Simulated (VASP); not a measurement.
Here is a VASP 6.6.1 calculation.

File INCAR:

```
SYSTEM = W8C8Br
  PREC = Accurate
  ENCUT = 520
  EDIFF = 1E-6
  ISMEAR = 0
  SIGMA = 0.1
  LREAL = Auto
  LASPH = .True.
  NELM = 60
  ALGO = Normal
  ISIF = 2
  LWAVE = .False.
  LCHARG = .True.
  GGA = PS
  LELF = .True.
  LVHAR = .True.
  NBANDS = 90
```

File KPOINTS:

```
regular mesh
0
Gamma
  3 3 1
  0 0 0
```

The input POSCAR:

```
W8C8Br
1.0
    5.7986000000      0.0000000000      0.0000000000
   -2.8993000000      5.0217350000      0.0000000000
    0.0000000000      0.0000000000     16.2471000000
W C Br
8 8 1
Direct
    0.0000000000      0.0000000000      0.0615494457
    0.0058210293      0.0025160627      0.2357668753
   -0.0000000498      0.4999999004      0.0615494457
    0.0042667900      0.4975636906      0.2328870383
    0.5000000000      0.0000000000      0.0615494457
    0.5035337503      0.0025443398      0.2354361701
    0.4999999502      0.4999999004      0.0615494457
    0.5057082558      0.5021101273      0.2380795342
    0.3355757828      0.1700957936      0.1426789396
    0.3372597816      0.1674192286      0.3052559534
    0.3361201055      0.6672189990      0.1419037859
    0.3364571554      0.6709993658      0.3045209299
    0.8331719350      0.1649186984      0.1404001945
    0.8406781423      0.1701332308      0.3022624345
    0.8339750984      0.6667709467      0.1433379495
    0.8575064594      0.6709967770      0.3123842409
    0.0022421307      0.6648084775      0.4196923143
```

Potentials or basis: VASP PAW PBE potentials, release 64 (W_sv, C, Br).

Run with:

```console
$ cat potpaw_PBE.64/W_sv/POTCAR potpaw_PBE.64/C/POTCAR potpaw_PBE.64/Br/POTCAR > POTCAR
$ mpirun -np 1 vasp_std > vasp.out
```

Question: What does it give for the largest force?

Answer: 1.066 eV/Å.

Question: Estimate the band gap on the k mesh.

Answer: Zero (an odd number of electrons rules out a gap without spin polarisation).

Forces in eV/Å, atoms in the order of the input:
```
W    0.168 -0.130 -0.051
W    0.040 -0.021 -0.036
W    0.000  0.094 -0.323
W    0.061  0.029  0.049
W   -0.034  0.017 -0.215
W    0.045 -0.007 -0.051
W    0.212  0.118  0.230
W    0.079  0.012 -0.068
C    0.010 -0.004 -0.020
C    0.039 -0.009  0.069
C    0.012  0.007 -0.043
C    0.255 -0.027 -0.116
C    0.005  0.027  0.027
C    0.079 -0.053  0.139
C    0.033  0.000  0.021
C    0.031 -0.023  0.133
Br  -1.035 -0.030  0.253
```

Caveat: the k points lie up to 0.42 Å⁻¹ apart, too coarse for converged energies and pressures of a metal; there is no dipole correction, which matters where the two faces differ; the PAW data sets were made with another functional, which shifts forces and pressure a little; spin-orbit coupling is left out, which moves the levels of the heavy elements; an odd number of electrons without spin polarisation forces a metal; a magnetic or distorted state may lie lower.
